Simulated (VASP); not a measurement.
# Ge (I4_1/amd) in VASP: notebook

Aim: see how the results for Ge move with the level of theory and the settings. Levels: RPBE+D3(BJ), PBEsol+D3(BJ), PBEsol+D4, PBE. Tasks: single point.

Everything below comes from runs of VASP 6.6.1. Logs are shortened: lines on timing, memory, paths and dates and some standing lists are left out, and cuts for length are marked.

### 1 The cell of the first run

The structure is tetragonal, space group I4_1/amd (No. 141). Conventional cell: a = 4.876 Å, b = 4.876 Å, c = 2.634 Å, α = 90.00°, β = 90.00°, γ = 90.00°. Ge (site symmetry -4m2) has 10 Ge at 2.53 to 3.14 Å within 3.3 Å.

### 2 Single point, RPBE+D3(BJ)

File INCAR:

```
SYSTEM = Ge
PREC = Accurate
ENCUT = 520
EDIFF = 1E-6
ISMEAR = -1
SIGMA = 0.05
LREAL = .False.
LASPH = .True.
NELM = 60
ALGO = Normal
ISIF = 2
LWAVE = .False.
LCHARG = .True.
GGA = RP
IVDW = 12
LELF = .True.
LVHAR = .True.
NBANDS = 21
```

File KPOINTS:

```
regular mesh
0
Gamma
  11 11 11
  0 0 0
```

File POSCAR:

```
Ge
1.0
   -2.4380784910      2.4380784910      1.3171226304
    2.4380784910     -2.4380784910      1.3171226304
    2.4380784910      2.4380784910     -1.3171226304
Ge
2
Direct
    0.5000000000      0.5000000000      0.0000000000
    0.2500000000      0.7500000000      0.5000000000
```

Potentials or basis: VASP PAW PBE potentials, release 64 (Ge_d).

Run with:

```bash
cat potpaw_PBE.64/Ge_d/POTCAR > POTCAR
mpirun -np 1 vasp_std > vasp.out
```

OUTCAR:

```text
SYSTEM = Ge
   PREC = Accurate
   ENCUT = 520
   EDIFF = 1E-6
   ISMEAR = -1
   LREAL = .False.
   LASPH = .True.
   NELM = 60
   ISIF = 2
   GGA = RP
   IVDW = 12
 IVDW          = 12

 ion  position               nearest neighbor table
   1  0.500  0.500  0.000-   2 2.53   2 2.53   2 2.53   2 2.53
   2  0.250  0.750  0.500-   1 2.53   1 2.53   1 2.53   1 2.53

  LATTYP: Found a body centered tetragonal cell.
 ALAT       =     4.8761569820
 C/A-ratio  =     0.5402297897

  Lattice vectors:

 A1 = (  -2.4380784910,   2.4380784910,   1.3171226304)
 A2 = (   2.4380784910,  -2.4380784910,   1.3171226304)
 A3 = (   2.4380784910,   2.4380784910,  -1.3171226304)

Analysis of symmetry for initial positions (statically):
=====================================================================
 Subroutine PRICEL returns:
 Original cell was already a primitive cell.

 Routine SETGRP: Setting up the symmetry group for a
 body centered tetragonal supercell.

 Subroutine GETGRP returns: Found 16 space group operations
 (whereof  8 operations were pure point group operations)
 out of a pool of 16 trial point group operations.

The static configuration has the point symmetry D_2d.
 The point group associated with its full space group is D_4h.

Analysis of symmetry for dynamics (positions and initial velocities):
=====================================================================
 Subroutine PRICEL returns:
 Original cell was already a primitive cell.

 Routine SETGRP: Setting up the symmetry group for a
 body centered tetragonal supercell.

 Subroutine GETGRP returns: Found 16 space group operations
 (whereof  8 operations were pure point group operations)
 out of a pool of 16 trial point group operations.

The dynamic configuration has the point symmetry D_2d.
 The point group associated with its full space group is D_4h.

 Subroutine INISYM returns: Found 16 space group operations
 (whereof  8 operations are pure point group operations),
 and found     1 'primitive' translations

----------------------------------------------------------------------------------------

                                     Primitive cell

  volume of cell :      31.3171

  direct lattice vectors                    reciprocal lattice vectors
    -2.438078491  2.438078491  1.317122630     0.000000000  0.205079534  0.379615374
     2.438078491 -2.438078491  1.317122630     0.205079534  0.000000000  0.379615374
     2.438078491  2.438078491 -1.317122630     0.205079534  0.205079534  0.000000000

  length of vectors
     3.690970805  3.690970805  3.690970805     0.431468941  0.431468941  0.290026258

  position of ions in fractional coordinates (direct lattice)
     0.500000000  0.500000000  0.000000000
     0.250000000  0.750000000  0.500000000

  ion indices of the primitive-cell ions
   primitive index   ion index
                 1           1
                 2           2

----------------------------------------------------------------------------------------

 KPOINTS: regular mesh

Automatic generation of k-mesh.
 Grid dimensions read from file:
 generate k-points for:   11   11   11

 Generating k-lattice:

  Cartesian coordinates                     Fractional coordinates (reciprocal lattice)
     0.000000000  0.018643594  0.034510489     0.090909091  0.000000000 -0.000000000
     0.018643594  0.000000000  0.034510489     0.000000000  0.090909091 -0.000000000
     0.018643594  0.018643594  0.000000000     0.000000000  0.000000000  0.090909091

  Length of vectors
     0.039224449  0.039224449  0.026366023

  Shift w.r.t. Gamma in fractional coordinates (k-lattice)
     0.000000000  0.000000000  0.000000000

 Subroutine IBZKPT returns following result:
 ===========================================

 Found    126 irreducible k-points:

 Following reciprocal coordinates:
            Coordinates               Weight
  0.000000  0.000000  0.000000      1.000000
  0.090909 -0.000000  0.000000      8.000000
  0.181818 -0.000000  0.000000      8.000000
  0.272727  0.000000  0.000000      8.000000
  0.363636 -0.000000  0.000000      8.000000
  0.454545 -0.000000  0.000000      8.000000
[... 16 lines left out ...]
 -0.272727  0.181818  0.000000     16.000000
 -0.181818  0.181818  0.000000      4.000000
 [... further k-points ...]
   k-points           NKPTS =    126   k-points in BZ     NKDIM =    126   number of bands    NBANDS=     21
   number of dos      NEDOS =    301   number of ions     NIONS =      2
   total plane-waves  NPLWV =  21952
   dimension x,y,z NGX =    28 NGY =   28 NGZ =   28
   dimension x,y,z NGXF=    56 NGYF=   56 NGZF=   56
   ions per type =               2
   NGX,Y,Z   is equivalent  to a cutoff of  12.61, 12.61, 12.61 a.u.
   NGXF,Y,Z  is equivalent  to a cutoff of  25.22, 25.22, 25.22 a.u.
 SYSTEM =  Ge
   PREC   = accura    normal or accurate (medium, high low for compatibility)
   ISTART =      0    job   : 0-new  1-cont  2-samecut
   ICHARG =      2    charge: 1-file 2-atom 10-const
   ISPIN  =      1    spin polarized calculation?
   LNONCOLLINEAR =      F non collinear calculations
   LSORBIT =      F    spin-orbit coupling
   LASPH  =      T    aspherical Exc in radial PAW
   ENCUT  =  520.0 eV  38.22 Ry    6.18 a.u.   6.86  6.86  6.86*2*pi/ulx,y,z
   NELM   =     60;   NELMIN=  2; NELMDL= -5     # of ELM steps
   EDIFF  = 0.1E-05   stopping-criterion for ELM
   LREAL  =      F    real-space projection
   EDIFFG = 0.1E-04   stopping-criterion for IOM
   NSW    =      0    number of steps for IOM
   IBRION =     -1    ionic relax: 0-MD 1-quasi-New 2-CG
   NFREE  =      0    steps in history (QN), initial steepest desc. (CG)
   ISIF   =      2    stress and relaxation
   ISYM   =      2    0-nonsym 1-usesym 2-fastsym
   POTIM  = 0.5000    time-step for ionic-motion
   TEBEG  =    0.0;   TEEND  =   0.0 temperature during run
   PSTRESS=    0.0 pullay stress
   NELECT =      28.0000    total number of electrons
   NUPDOWN=      -1.0000    fix difference up-down
   EMIN   =  10.00;   EMAX   =-10.00  energy-range for DOS
   EFERMI =   0.00;   METHOD = LEGACY
   ISMEAR =    -1;   SIGMA  =   0.05  broadening in eV -4-tet -1-fermi 0-gaus
   EFERMI_NEDOS =   21; number of points for ismear=-14 and -15
   IALGO  =     38    algorithm
   IMIX   =      4    mixing-type and parameters
     AMIX     =   0.40;   BMIX     =  1.00
     AMIX_MAG =   1.60;   BMIX_MAG =  1.00
  volume/ion in A,a.u.               =      15.66       105.67
  Fermi-wavevector in a.u.,A,eV,Ry     =   1.577128  2.980340 33.842223  2.487333
  Thomas-Fermi vector in A             =   2.677857
   LORBIT       =      0    0 simple, 1 ext, 2 COOP (PROOUT), +10 PAW based schemes
   GGA     = RP    functional components
   LHFCALC =     F    Hartree Fock is set to
   AEXX    =    0.0000 exact exchange contribution
   IVDW    =    12    specifies the selected vdW correction
   LEPSILON=     F    determine dielectric tensor
   LRPA    =     F    only Hartree local field effects (RPA)
 non-spin polarized calculation
  energy-cutoff  :      520.00
  volume of cell :       31.32
 maximum number of plane-waves:       861
   NGX = 13   NGY = 13   NGZ = 13

 number of electron      28.0000011 magnetization

 Free energy of the ion-electron system (eV)
  ---------------------------------------------------
  ext. energy  EPLUGINS =         0.00000000
  ---------------------------------------------------
  free energy    TOTEN  =        -7.30911968 eV

  energy without entropy =       -7.30307027  energy(sigma->0) =       -7.30609498

 E-fermi :   9.0235     XC(G=0): -12.0925

 val. band max:        8.9854400738   @ k =  -0.2727   0.2727   0.0000
 cond. band min:       9.0346370744   @ k =   0.2727   0.0000   0.0000
 fundamental gap:      0.0491970007
 Fermi energy:         9.0235255588

 k-point     1 :       0.0000    0.0000    0.0000
  band No.  band energies     occupation
      1     -16.1010      2.00000
      2     -16.0316      2.00000
      3     -15.9960      2.00000
      4     -15.9897      2.00000
      5     -15.8085      2.00000
      6     -15.8085      2.00000
[... 13 lines left out ...]
     20      21.3504      0.00000
     21      22.3607      0.00000

 k-point     2 :       0.0909   -0.0000    0.0000
  band No.  band energies     occupation
      1     -16.0961      2.00000
      2     -16.0140      2.00000
      3     -15.9886      2.00000
      4     -15.9673      2.00000
      5     -15.8243      2.00000
      6     -15.8220      2.00000
[... 13 lines left out ...]
     20      21.1368      0.00000
     21      21.6867      0.00000

 k-point     3 :       0.1818   -0.0000    0.0000
  band No.  band energies     occupation
      1     -16.0806      2.00000
      2     -15.9711      2.00000
      3     -15.9689      2.00000
      4     -15.9178      2.00000
      5     -15.8553      2.00000
      6     -15.8344      2.00000
[... 13 lines left out ...]
     20      19.3458      0.00000
     21      20.3605      0.00000

 k-point     4 :       0.2727    0.0000    0.0000
  band No.  band energies     occupation
      1     -16.0599      2.00000
      2     -15.9469      2.00000
      3     -15.9370      2.00000
      4     -15.8983      2.00000
      5     -15.8856      2.00000
      6     -15.8323      2.00000
[... 13 lines left out ...]
     20      17.9538      0.00000
     21      21.0199      0.00000

 k-point     5 :       0.3636   -0.0000    0.0000
  band No.  band energies     occupation
      1     -16.0433      2.00000
      2     -15.9490      2.00000
      3     -15.9329      2.00000
      4     -15.9208      2.00000
      5     -15.8859      2.00000
      6     -15.8523      2.00000
[... 13 lines left out ...]
     20      18.1206      0.00000
     21      22.4435      0.00000

 k-point     6 :       0.4545   -0.0000    0.0000
  band No.  band energies     occupation
      1     -16.0324      2.00000
      2     -15.9628      2.00000
      3     -15.9619      2.00000
      4     -15.9147      2.00000
      5     -15.8699      2.00000
      6     -15.8646      2.00000
[... 13 lines left out ...]
     20      21.0909      0.00000
     21      22.4727      0.00000

 k-point     7 :       0.0909    0.0909    0.0000
  band No.  band energies     occupation
      1     -16.0862      2.00000
      2     -15.9743      2.00000
      3     -15.9683      2.00000
      4     -15.9104      2.00000
      5     -15.8528      2.00000
      6     -15.8480      2.00000
[... 13 lines left out ...]
     20      19.1971      0.00000
     21      19.8589      0.00000
[... 291 lines left out ...]
      1     -16.0254      2.00000
      2     -15.9635      2.00000
      3     -15.9478      2.00000
      4     -15.8947      2.00000
      5     -15.8781      2.00000
      6     -15.8399      2.00000
[... 13 lines left out ...]
     20      20.6168      0.00000
     21      21.7050      0.00000

 k-point    21 :      -0.4545    0.1818   -0.0000
  band No.  band energies     occupation
      1     -16.0254      2.00000
      2     -15.9530      2.00000
      3     -15.9428      2.00000
      4     -15.9073      2.00000
      5     -15.8709      2.00000
      6     -15.8410      2.00000
[... 13 lines left out ...]
     20      20.0778      0.00000
     21      20.8286      0.00000

 k-point    22 :      -0.3636    0.1818   -0.0000
  band No.  band energies     occupation
      1     -16.0394      2.00000
      2     -15.9830      2.00000
      3     -15.9540      2.00000
      4     -15.9262      2.00000
      5     -15.8582      2.00000
      6     -15.8260      2.00000
[... 13 lines left out ...]
     20      20.3154      0.00000
     21      21.9025      0.00000

 k-point    23 :      -0.2727    0.1818    0.0000
  band No.  band energies     occupation
      1     -16.0584      2.00000
      2     -16.0212      2.00000
      3     -15.9888      2.00000
      4     -15.9517      2.00000
      5     -15.8348      2.00000
      6     -15.8045      2.00000
[... 13 lines left out ...]
     20      22.4142      0.00000
     21      23.2662      0.00000

 k-point    24 :      -0.1818    0.1818    0.0000
  band No.  band energies     occupation
      1     -16.0741      2.00000
      2     -16.0364      2.00000
      3     -16.0029      2.00000
      4     -15.9698      2.00000
      5     -15.8212      2.00000
      6     -15.7970      2.00000
[... 13 lines left out ...]
     20      22.2149      0.00000
     21      22.9275      0.00000

 [... further k-points ...]

------------------------ aborting loop because EDIFF is reached ----------------------------------------

 Edisp (eV)   -4.25003

 E8    (eV) :    -2.7723

  FORCE on cell =-STRESS in cart. coord.  units (eV):
  Direction    XX          YY          ZZ          XY          YZ          ZX
  --------------------------------------------------------------------------------------
  -------------------------------------------------------------------------------------
  Total       0.00860     0.00860     0.01574     0.00000    -0.00000     0.00000
  in kB       0.43991     0.43991     0.80527     0.00000    -0.00000     0.00000
  external pressure =        0.56 kB  Pullay stress =        0.00 kB

 VOLUME and BASIS-vectors are now :
 -----------------------------------------------------------------------------
  energy-cutoff  :      520.00
  volume of cell :       31.32
      direct lattice vectors                 reciprocal lattice vectors
    -2.438078491  2.438078491  1.317122630     0.000000000  0.205079534  0.379615374
     2.438078491 -2.438078491  1.317122630     0.205079534  0.000000000  0.379615374
     2.438078491  2.438078491 -1.317122630     0.205079534  0.205079534  0.000000000

 POSITION                                       TOTAL-FORCE (eV/Angst)
 -----------------------------------------------------------------------------------
      0.00000      0.00000      1.31712         0.000000     -0.000000     -0.000000
      2.43808      0.00000      0.65856        -0.000000      0.000000      0.000000
 -----------------------------------------------------------------------------------
    total drift:                                0.000000     -0.000000      0.000000

  FREE ENERGIE OF THE ION-ELECTRON SYSTEM (eV)
  ---------------------------------------------------
  free  energy   TOTEN  =       -11.5591472544 eV

  energy  without entropy=      -11.5530978367  energy(sigma->0) =      -11.55612255
```

Run time: 2.3 min. Hardware: 1 thread of Intel Xeon 8259CL, shared host; peak memory 0.21 GiB.

What came out:

```yaml
Free_energy: -11.5591 eV
Pressure: 0.1 GPa
Band_gap_on_the_k_mesh: zero (bands 14 and 15 overlap by 5.93 eV)
Dispersion_energy_per_atom: -2.125 eV
```

Caveat: the dispersion term is far too large for a dense solid, which distorts pressure and volume; the PAW data sets were made with another functional, which shifts forces and pressure a little.

### 3 Single point, PBEsol+D3(BJ)

This run uses another cell than the first one, of 17.68 Å³/atom.

File INCAR:

```
ALGO = Normal ; EDIFF = 1E-7
ENCUT = 520 ; GGA = PS
ISIF = 2 ; ISMEAR = -1
IVDW = 12 ; LASPH = True
LCHARG = False ; LREAL = False
LWAVE = False ; NBANDS = 21
NELM = 80 ; PREC = Accurate
SIGMA = 0.05
```

File KPOINTS:

```
k-points
0
Gamma
  11 11 11
```

File POSCAR:

```
Ge
1.0
   -2.5363763677      2.5363763677      1.3743544797
    2.5363763677     -2.5363763677      1.3743544797
    2.5363763677      2.5363763677     -1.3743544797
Ge
2
Direct
    0.5000000000      0.5000000000      0.0000000000
    0.2500000000      0.7500000000      0.5000000000
```

Potentials or basis: VASP PAW PBE potentials, release 64 (Ge_d).

Run with:

```bash
cat potpaw_PBE.64/Ge_d/POTCAR > POTCAR
mpirun -np 1 vasp_std > vasp.out
```

OUTCAR:

```text
EDIFF = 1E-7
   ENCUT = 520
   GGA = PS
   ISIF = 2
   ISMEAR = -1
   IVDW = 12
   LASPH = True
   LREAL = False
   NELM = 80
   PREC = Accurate
 IVDW          = 12

 ion  position               nearest neighbor table
   1  0.500  0.500  0.000-   2 2.63   2 2.63   2 2.63   2 2.63
   2  0.250  0.750  0.500-   1 2.63   1 2.63   1 2.63   1 2.63

  LATTYP: Found a body centered tetragonal cell.
 ALAT       =     5.0727527354
 C/A-ratio  =     0.5418574693

  Lattice vectors:

[... 765 lines left out ...]
------------------------ aborting loop because EDIFF is reached ----------------------------------------

 Edisp (eV)   -0.69802

 E8    (eV) :    -0.4658

  FORCE on cell =-STRESS in cart. coord.  units (eV):
  Direction    XX          YY          ZZ          XY          YZ          ZX
  --------------------------------------------------------------------------------------
  -------------------------------------------------------------------------------------
  Total       0.00662     0.00662     0.01613     0.00000     0.00000     0.00000
  in kB       0.30004     0.30004     0.73059     0.00000     0.00000     0.00000
  external pressure =        0.44 kB  Pullay stress =        0.00 kB

 VOLUME and BASIS-vectors are now :
 -----------------------------------------------------------------------------
  energy-cutoff  :      520.00
  volume of cell :       35.37
      direct lattice vectors                 reciprocal lattice vectors
    -2.536376368  2.536376368  1.374354480     0.000000000  0.197131627  0.363807160
     2.536376368 -2.536376368  1.374354480     0.197131627  0.000000000  0.363807160
     2.536376368  2.536376368 -1.374354480     0.197131627  0.197131627  0.000000000

 POSITION                                       TOTAL-FORCE (eV/Angst)
 -----------------------------------------------------------------------------------
      0.00000      0.00000      1.37435         0.000000     -0.000000      0.000000
      2.53638      0.00000      0.68718        -0.000000      0.000000     -0.000000
 -----------------------------------------------------------------------------------
    total drift:                                0.000000     -0.000000      0.000000

  FREE ENERGIE OF THE ION-ELECTRON SYSTEM (eV)
  ---------------------------------------------------
  free  energy   TOTEN  =       -10.2251444849 eV

  energy  without entropy=      -10.2171669673  energy(sigma->0) =      -10.22115573
```

OSZICAR:

```text
N       E                     dE             d eps       ncg     rms          rms(c)
DAV:   1     0.172630324475E+03    0.17263E+03   -0.13993E+04  6080   0.389E+03
DAV:   2     0.136329891868E+02   -0.15900E+03   -0.15399E+03  5302   0.586E+02
DAV:   3    -0.895363871107E+01   -0.22587E+02   -0.22392E+02  6026   0.131E+02
DAV:   4    -0.957016594922E+01   -0.61653E+00   -0.61606E+00  5971   0.254E+01
DAV:   5    -0.957876196857E+01   -0.85960E-02   -0.85958E-02  5942   0.322E+00    0.235E+00
DAV:   6    -0.954230828434E+01    0.36454E-01   -0.32780E-02  7280   0.329E+00    0.128E+00
DAV:   7    -0.952769283483E+01    0.14615E-01   -0.18074E-02  7206   0.211E+00    0.139E-01
DAV:   8    -0.952711879898E+01    0.57404E-03   -0.24363E-03  6537   0.924E-01    0.480E-02
DAV:   9    -0.952712277776E+01   -0.39788E-05   -0.59093E-05  6724   0.101E-01    0.102E-02
DAV:  10    -0.952712300973E+01   -0.23196E-06   -0.28519E-06  7167   0.204E-02    0.161E-03
DAV:  11    -0.952712289513E+01    0.11459E-06   -0.62955E-08  3985   0.383E-03    0.184E-04
DAV:  12    -0.952712287317E+01    0.21967E-07   -0.24391E-08  3456   0.287E-03
   1 F= -.10225144E+02 E0= -.10221156E+02  d E =-.797752E-02
```

stdout:

```text
POSCAR found type information on POSCAR Ge
 POSCAR found :  1 types and       2 ions
 scaLAPACK will be used
 -----------------------------------------------------------------------------
|                                                                             |
|                                                                             |
|     You enforced a specific xc type in the INCAR file but a different       |
|     I HOPE YOU KNOW WHAT YOU ARE DOING!                                     |
|                                                                             |
 -----------------------------------------------------------------------------

 LDA part: xc-table for (Slater+PW92), standard interpolation
 POSCAR, INCAR and KPOINTS ok, starting setup
 FFT: planning ... GRIDC
 FFT: planning ... GRID_SOFT
 FFT: planning ... GRID
 WAVECAR not read
 entering main loop
```

Wall time 3 min (1 thread of Intel Xeon 8259CL, shared host); peak memory 0.23 GiB.

What came out:

```yaml
Free_energy: -10.2251 eV
Pressure: 0.0 GPa
Band_gap_on_the_k_mesh: zero (bands 14 and 15 overlap by 5.02 eV)
Dispersion_energy_per_atom: -0.349 eV
```

Levels at points of the mesh, in eV from the Fermi level:
```
           k point  band 10  band 11  band 12  band 13  band 14  band 15  band 16  band 17  band 18  band 19
(0.00, 0.00, 0.00)   -24.40   -13.77    -3.98    -2.53    -2.53     3.09     7.85     7.85     8.51     8.74
```

Caveat: the PAW data sets were made with another functional, which shifts forces and pressure a little.

(Part 1 of 2 ends here.)

The gap in the log of VASP goes by the Fermi energy; the results here count the filled bands.